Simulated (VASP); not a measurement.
# Rh (Fm-3m) in VASP: further runs

Rh is run at these levels: r2SCAN; tasks: single point.

Everything below comes from runs of VASP 6.6.1. Logs are shortened: lines on timing, memory, paths and dates and some standing lists are left out, and cuts for length are marked.

## Step 1: The cell of the first run

The structure is cubic, space group Fm-3m (No. 225). Conventional cell: a = 3.802 Å, b = 3.802 Å, c = 3.802 Å, α = 90.00°, β = 90.00°, γ = 90.00°. Within 3.5 Å of Rh (site symmetry m-3m) lie 12 Rh at 2.69 Å.

## Step 2: Single point, r2SCAN

Input file POSCAR:

```
Rh
1.0
    0.0000000000      1.9008071574      1.9008071574
    1.9008071574      0.0000000000      1.9008071574
    1.9008071574      1.9008071574      0.0000000000
Rh
1
Direct
    0.0000000000      0.0000000000      0.0000000000
```

Input file INCAR.step1:

```
SYSTEM = Rh
  PREC = Accurate
  ENCUT = 520
  ISMEAR = 1
  SIGMA = 0.03
  LREAL = .FALSE.
  LASPH = .TRUE.
  NELM = 100
  NBANDS = 14
  GGA = PE
  ALGO = Normal
  EDIFF = 1E-4
  LWAVE = .TRUE.
  LCHARG = .FALSE.
```

Input file INCAR.step2:

```
SYSTEM = Rh
  PREC = Accurate
  ENCUT = 520
  EDIFF = 1E-6
  ISMEAR = 1
  SIGMA = 0.03
  LREAL = .FALSE.
  LASPH = .TRUE.
  NELM = 100
  ALGO = Normal
  ISIF = 2
  LWAVE = .FALSE.
  LCHARG = .TRUE.
  METAGGA = R2SCAN
  LMIXTAU = .TRUE.
  LELF = .TRUE.
  LVHAR = .TRUE.
  NBANDS = 14
  ISTART = 1
```

Input file KPOINTS:

```
Automatic mesh
0
G
  14 14 14
  0 0 0
```

Potentials or basis: VASP PAW PBE potentials, release 64 (Rh_pv).

Command:

```console
$ cat potpaw_PBE.64/Rh_pv/POTCAR > POTCAR
$ cp INCAR.step1 INCAR
$ mpirun -np 1 vasp_std > vasp.out
$ cp INCAR.step2 INCAR
$ mpirun -np 1 vasp_std > vasp.out
```

OUTCAR:

```text
SYSTEM = Rh
   PREC = Accurate
   ENCUT = 520
   EDIFF = 1E-6
   ISMEAR = 1
   LREAL = .FALSE.
   LASPH = .TRUE.
   NELM = 100
   ISIF = 2
   METAGGA = R2SCAN
   ISTART = 1

 ion  position               nearest neighbor table
   1  0.000  0.000  0.000-

  LATTYP: Found a face centered cubic cell.
 ALAT       =     3.8016143148

  Lattice vectors:

 A1 = (   0.0000000000,   1.9008071574,   1.9008071574)
 A2 = (   1.9008071574,   0.0000000000,   1.9008071574)
 A3 = (   1.9008071574,   1.9008071574,   0.0000000000)

Analysis of symmetry for initial positions (statically):
=====================================================================
 Subroutine PRICEL returns:
 Original cell was already a primitive cell.

 Routine SETGRP: Setting up the symmetry group for a
 face centered cubic supercell.

 Subroutine GETGRP returns: Found 48 space group operations
 (whereof 48 operations were pure point group operations)
 out of a pool of 48 trial point group operations.

The static configuration has the point symmetry O_h .

Analysis of symmetry for dynamics (positions and initial velocities):
=====================================================================
 Subroutine PRICEL returns:
 Original cell was already a primitive cell.

 Routine SETGRP: Setting up the symmetry group for a
 face centered cubic supercell.

 Subroutine GETGRP returns: Found 48 space group operations
 (whereof 48 operations were pure point group operations)
 out of a pool of 48 trial point group operations.

The dynamic configuration has the point symmetry O_h .

 Subroutine INISYM returns: Found 48 space group operations
 (whereof 48 operations are pure point group operations),
 and found     1 'primitive' translations

----------------------------------------------------------------------------------------

                                     Primitive cell

  volume of cell :      13.7355

  direct lattice vectors                    reciprocal lattice vectors
     0.000000000  1.900807157  1.900807157    -0.263046148  0.263046148  0.263046148
     1.900807157  0.000000000  1.900807157     0.263046148 -0.263046148  0.263046148
     1.900807157  1.900807157  0.000000000     0.263046148  0.263046148 -0.263046148

  length of vectors
     2.688147261  2.688147261  2.688147261     0.455609292  0.455609292  0.455609292

  position of ions in fractional coordinates (direct lattice)
     0.000000000  0.000000000  0.000000000

  ion indices of the primitive-cell ions
   primitive index   ion index
                 1           1

----------------------------------------------------------------------------------------

 KPOINTS: Automatic mesh

Automatic generation of k-mesh.
 Grid dimensions read from file:
 generate k-points for:   14   14   14

 Generating k-lattice:

  Cartesian coordinates                     Fractional coordinates (reciprocal lattice)
    -0.018789011  0.018789011  0.018789011     0.071428571  0.000000000  0.000000000
     0.018789011 -0.018789011  0.018789011     0.000000000  0.071428571  0.000000000
     0.018789011  0.018789011 -0.018789011     0.000000000  0.000000000  0.071428571

  Length of vectors
     0.032543521  0.032543521  0.032543521

  Shift w.r.t. Gamma in fractional coordinates (k-lattice)
     0.000000000  0.000000000  0.000000000

 Subroutine IBZKPT returns following result:
 ===========================================

 Found    104 irreducible k-points:

 Following reciprocal coordinates:
            Coordinates               Weight
  0.000000  0.000000  0.000000      1.000000
  0.071429  0.000000  0.000000      8.000000
  0.142857  0.000000  0.000000      8.000000
  0.214286  0.000000  0.000000      8.000000
  0.285714  0.000000  0.000000      8.000000
  0.357143  0.000000  0.000000      8.000000
[... 16 lines left out ...]
  0.214286  0.142857  0.000000     24.000000
  0.285714  0.142857  0.000000     24.000000
 [... further k-points ...]
   k-points           NKPTS =    104   k-points in BZ     NKDIM =    104   number of bands    NBANDS=     14
   number of dos      NEDOS =    301   number of ions     NIONS =      1
   total plane-waves  NPLWV =   8000
   dimension x,y,z NGX =    20 NGY =   20 NGZ =   20
   dimension x,y,z NGXF=    40 NGYF=   40 NGZF=   40
   ions per type =               1
   NGX,Y,Z   is equivalent  to a cutoff of  12.37, 12.37, 12.37 a.u.
   NGXF,Y,Z  is equivalent  to a cutoff of  24.74, 24.74, 24.74 a.u.
 SYSTEM =  Rh
   PREC   = accura    normal or accurate (medium, high low for compatibility)
   ISTART =      1    job   : 0-new  1-cont  2-samecut
   ICHARG =      0    charge: 1-file 2-atom 10-const
   ISPIN  =      1    spin polarized calculation?
   LNONCOLLINEAR =      F non collinear calculations
   LSORBIT =      F    spin-orbit coupling
   LASPH  =      T    aspherical Exc in radial PAW
   ENCUT  =  520.0 eV  38.22 Ry    6.18 a.u.   5.00  5.00  5.00*2*pi/ulx,y,z
   NELM   =    100;   NELMIN=  2; NELMDL=  0     # of ELM steps
   EDIFF  = 0.1E-05   stopping-criterion for ELM
   LREAL  =      F    real-space projection
   EDIFFG = 0.1E-04   stopping-criterion for IOM
   NSW    =      0    number of steps for IOM
   IBRION =     -1    ionic relax: 0-MD 1-quasi-New 2-CG
   NFREE  =      0    steps in history (QN), initial steepest desc. (CG)
   ISIF   =      2    stress and relaxation
   ISYM   =      2    0-nonsym 1-usesym 2-fastsym
   POTIM  = 0.5000    time-step for ionic-motion
   TEBEG  =    0.0;   TEEND  =   0.0 temperature during run
   PSTRESS=    0.0 pullay stress
   NELECT =      15.0000    total number of electrons
   NUPDOWN=      -1.0000    fix difference up-down
   EMIN   =  10.00;   EMAX   =-10.00  energy-range for DOS
   EFERMI =   0.00;   METHOD = LEGACY
   ISMEAR =     1;   SIGMA  =   0.03  broadening in eV -4-tet -1-fermi 0-gaus
   EFERMI_NEDOS =   21; number of points for ismear=-14 and -15
   IALGO  =     38    algorithm
   IMIX   =      4    mixing-type and parameters
     AMIX     =   0.40;   BMIX     =  1.00
     AMIX_MAG =   1.60;   BMIX_MAG =  1.00
  volume/ion in A,a.u.               =      13.74        92.69
  Fermi-wavevector in a.u.,A,eV,Ry     =   1.685869  3.185831 38.669863  2.842155
  Thomas-Fermi vector in A             =   2.768636
   LORBIT       =      0    0 simple, 1 ext, 2 COOP (PROOUT), +10 PAW based schemes
   METAGGA = R2SCAN    functional components
   LHFCALC =     F    Hartree Fock is set to
   AEXX    =    0.0000 exact exchange contribution
   IVDW    =     0    specifies the selected vdW correction
   LEPSILON=     F    determine dielectric tensor
   LRPA    =     F    only Hartree local field effects (RPA)
 non-spin polarized calculation
 Methfessel and Paxton  Order N= 1 SIGMA  =   0.03
  energy-cutoff  :      520.00
  volume of cell :       13.74
 maximum number of plane-waves:       380
   NGX =  9   NGY =  9   NGZ =  9

 number of electron      15.0000007 magnetization

 Free energy of the ion-electron system (eV)
  ---------------------------------------------------
  ext. energy  EPLUGINS =         0.00000000
  ---------------------------------------------------
  free energy    TOTEN  =       -24.13766217 eV

  energy without entropy =      -24.13800166  energy(sigma->0) =      -24.13777533

 E-fermi :  11.7199     XC(G=0): -15.2057

 val. band max:       11.7026041993   @ k =   0.3571   0.0000   0.0000
 cond. band min:      11.7478740429   @ k =  -0.2857   0.3571   0.0714
 fundamental gap:      0.0452698437
 Fermi energy:        11.7198794332

 k-point     1 :       0.0000    0.0000    0.0000
  band No.  band energies     occupation
      1     -36.0181      2.00000
      2     -36.0181      2.00000
      3     -36.0181      2.00000
      4       3.5687      2.00000
      5       8.5858      2.00000
      6       8.5858      2.00000
      7       8.5858      2.00000
      8      10.6927      2.00000
      9      10.6927      2.00000
     10      28.4702      0.00000
     11      29.1800      0.00000
     12      34.2221      0.00000
     13      34.2221      0.00000
     14      34.2221      0.00000

 k-point     2 :       0.0714    0.0000    0.0000
  band No.  band energies     occupation
      1     -36.0586      2.00000
      2     -36.0235      2.00000
      3     -36.0235      2.00000
      4       3.7831      2.00000
      5       8.4922      2.00000
      6       8.6684      2.00000
      7       8.6684      2.00000
      8      10.6480      2.00000
      9      10.6480      2.00000
     10      28.7747      0.00000
     11      29.1797      0.00000
     12      33.1141      0.00000
     13      34.5311      0.00000
     14      34.5311      0.00000

 k-point     3 :       0.1429    0.0000    0.0000
  band No.  band energies     occupation
      1     -36.1714      2.00000
      2     -36.0388      2.00000
      3     -36.0387      2.00000
      4       4.3745      2.00000
      5       8.2938      2.00000
      6       8.8579      2.00000
      7       8.8579      2.00000
      8      10.5833      2.00000
      9      10.5833      2.00000
     10      29.1789      0.00000
     11      29.5036      0.00000
     12      31.0498      0.00000
     13      35.4067      0.00000
     14      35.4067      0.00000
[... 324 lines left out ...]
 k-point    23 :       0.2143    0.1429    0.0000
  band No.  band energies     occupation
      1     -36.2711      2.00000
      2     -36.1005      2.00000
      3     -36.0940      2.00000
      4       5.2589      2.00000
      5       7.6106      2.00000
      6       9.2620      2.00000
      7       9.4273      2.00000
      8      10.0390      2.00000
      9      11.1286      2.00000
     10      29.1790      0.00000
     11      30.5604      0.00000
     12      30.9621      0.00000
     13      33.6947      0.00000
     14      34.2861      0.00000

 k-point    24 :       0.2857    0.1429    0.0000
  band No.  band energies     occupation
      1     -36.4148      2.00000
      2     -36.1278      2.00000
      3     -36.1193      2.00000
      4       5.9038      2.00000
      5       7.5369      2.00000
      6       8.9193      2.00000
      7       9.5188      2.00000
      8      10.8322      2.00000
      9      11.4616      2.00000
     10      28.5078      0.00000
     11      29.1803      0.00000
     12      30.9812      0.00000
     13      33.3685      0.00000
     14      34.6849      0.00000

 [... further k-points ...]
[... 5 lines left out ...]
  --------------------------------------------------------------------------------------
  -------------------------------------------------------------------------------------
  Total        0.0698560      0.0698560      0.0698560     -0.0000000      0.0000000      0.0000000
  in kB        8.1483559      8.1483559      8.1483559     -0.0000000      0.0000000      0.0000000
  external PRESSURE =       8.1483559 kB  Pullay stress =       0.0000000 kB

 VOLUME and BASIS-vectors are now :
 -----------------------------------------------------------------------------
  energy-cutoff  :      520.00
  volume of cell :       13.74
      direct lattice vectors                 reciprocal lattice vectors
     0.000000000  1.900807157  1.900807157    -0.263046148  0.263046148  0.263046148
     1.900807157  0.000000000  1.900807157     0.263046148 -0.263046148  0.263046148
     1.900807157  1.900807157  0.000000000     0.263046148  0.263046148 -0.263046148

 POSITION                                       TOTAL-FORCE (eV/Angst)
 -----------------------------------------------------------------------------------
      0.00000      0.00000      0.00000         0.000000      0.000000      0.000000
 -----------------------------------------------------------------------------------
    total drift:                                0.000000     -0.000000     -0.000000

  FREE ENERGIE OF THE ION-ELECTRON SYSTEM (eV)
  ---------------------------------------------------
  free  energy   TOTEN  =       -24.1376621684 eV

  energy  without entropy=      -24.1380016580  energy(sigma->0) =      -24.13777533
```

It took 56 s on 1 thread of AMD EPYC 7R13, shared host; peak memory 0.14 GiB.

What came out:

```yaml
Free_energy: -24.1377 eV
Pressure: 0.8 GPa
```

Levels at points of the mesh, in eV from the Fermi level:
```tsv
k point	band 5	band 6	band 7	band 8	band 9	band 10
(0.00, 0.00, 0.00)	-3.13	-3.13	-3.13	-1.03	-1.03	16.75
(0.50, 0.00, 0.00)	-3.25	-3.25	0.64	0.64	0.94	9.14
(0.50, 0.50, 0.00)	-6.14	0.56	1.09	1.09	3.52	12.93
```

Caveat: the PAW data sets were made with another functional, which shifts forces and pressure a little.

(Continued in part 2 of 3.)
